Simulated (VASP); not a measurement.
KNaICl, 4 atoms in the cell. Symmetry: P4/mmm, No. 123, tetragonal system. The conventional cell has a = 4.510 Å, b = 4.510 Å, c = 7.024 Å, α = 90.00°, β = 90.00°, γ = 90.00°. K (site symmetry 4/mmm) has 4 Cl at 3.19 Å and 2 I at 3.51 Å within 4.2 Å. Na (site symmetry 4/mmm) has 4 I at 3.19 Å and 2 Cl at 3.51 Å within 4.2 Å. Within 4.2 Å of I (site symmetry 4/mmm) lie 4 Na at 3.19 Å and 2 K at 3.51 Å. Within 4.2 Å of Cl (site symmetry 4/mmm) lie 4 K at 3.19 Å and 2 Na at 3.51 Å.  This cell differs from its parent crystal: strain +0.000 along x and y, +0.030 along z.

- Program: VASP 6.6.1
- Task: single point
- Functional: PBEsol
- Potentials or basis: VASP PAW PBE potentials, release 64 (K_sv, Na_pv, I, Cl)
- Cutoff: 520 eV
- k mesh: 6 × 6 × 4
- Occupations: gaussian, width 0.05 eV
- Spin: no spin polarisation
- Dipole correction: no
- Further INCAR settings: ALGO = Normal; EDIFF = 1e-07; NBANDS = 23

Potentials or basis: VASP PAW PBE potentials, release 64 (K_sv, Na_pv, I, Cl).

Run with:

```sh
$ cat potpaw_PBE.64/K_sv/POTCAR potpaw_PBE.64/Na_pv/POTCAR potpaw_PBE.64/I/POTCAR potpaw_PBE.64/Cl/POTCAR > POTCAR
$ mpirun -np 1 vasp_std > vasp.out
```

Hardware: 1 thread of Intel Xeon 8259CL, on a shared host.

**Question.** Estimate the wall time of this run.

**Answer.** Run time: 2.6 min on 1 thread of Intel Xeon 8259CL, with other jobs on the host, peak memory 0.31 GiB. Counts: scf iterations 15, k points 30.
